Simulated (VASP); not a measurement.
Crystal: BeH2.

```
Be H
1.0
    -3.37666    3.37666    3.37666
     3.37666   -3.37666    3.37666
     3.37666    3.37666   -3.37666
Be H
6 12
Direct
  0.50000 0.75000 0.25000
  0.75000 0.25000 0.50000
  0.75000 0.50000 0.25000
  0.50000 0.25000 0.75000
  0.25000 0.75000 0.50000
  0.25000 0.50000 0.75000
  0.58835 0.00000 0.41165
  0.58835 0.58835 0.17671
  0.41165 0.82329 0.41165
  0.41165 0.58835 0.00000
  0.82329 0.41165 0.41165
  0.58835 0.17671 0.58835
  0.00000 0.41165 0.58835
  0.58835 0.41165 0.00000
  0.00000 0.58835 0.41165
  0.41165 0.00000 0.58835
  0.41165 0.41165 0.82329
  0.17671 0.58835 0.58835
```

The cell was built from a structure type or drawn by symmetry, and may not be a known phase.

* Program: VASP 6.6.1
* Task: relaxation of cell and atoms
* Functional: PBE
* Potentials or basis: VASP PAW PBE potentials, release 64 (Be, H)
* Cutoff: 600 eV
* k mesh: 4 × 4 × 4
* Occupations: gaussian, width 0.1 eV
* Spin: no spin polarisation

At the start: pressure 31.0 GPa; volume 8.56 Å³/atom.

Q: Where does the relaxation end?

A: Over 11 steps the energy falls by 849.8 meV/atom and the volume is 12.66 Å³/atom (+47.9 %); space group Im-3m (No. 229, to 0.1 Å) before and after.

The path:
```tsv
step	energy change (eV)	largest force (eV/Å)	pressure (GPa)	volume (Å³)
1	0.0000	2.1205	30.95	154.00
2	-7.4519	1.6270	12.51	193.85
3	-12.0156	1.1343	-0.02	258.87
4	-12.4162	0.9635	-2.33	282.92
5	-12.4396	0.9337	-2.66	287.19
6	-13.2886	0.7518	-2.11	278.74
7	-14.8563	0.3196	-0.95	254.38
8	-14.6190	0.5897	-1.64	209.99
9	-15.2816	0.0280	-0.51	235.10
10	-15.2913	0.0282	-0.58	232.25
11	-15.2968	0.0284	0.20	227.81
```

Final structure:
```xyz
18
Lattice="-3.8474 3.8474 3.8474 3.8474 -3.8474 3.8474 3.8474 3.8474 -3.8474" Properties=species:S:1:pos:R:3 pbc="T T T"
Be    1.9237    0.0000    3.8474
Be    0.0000    3.8474    1.9237
Be    0.0000    1.9237    3.8474
Be    1.9237    3.8474    0.0000
Be    3.8474    0.0000    1.9237
Be    3.8474    1.9237    0.0000
H    -1.2199    3.8474    1.2199
H     1.2199    1.2199    3.8474
H     2.6275    0.0000    2.6275
H     1.2199   -1.2199    3.8474
H     0.0000    2.6275    2.6275
H     1.2199    3.8474    1.2199
H     3.8474    1.2199   -1.2199
H    -1.2199    1.2199    3.8474
H     3.8474   -1.2199    1.2199
H     1.2199    3.8474   -1.2199
H     2.6275    2.6275    0.0000
H     3.8474    1.2199    1.2199
```

Caveat: the volume moved by over 15 % at a fixed basis, so the end points are rough.
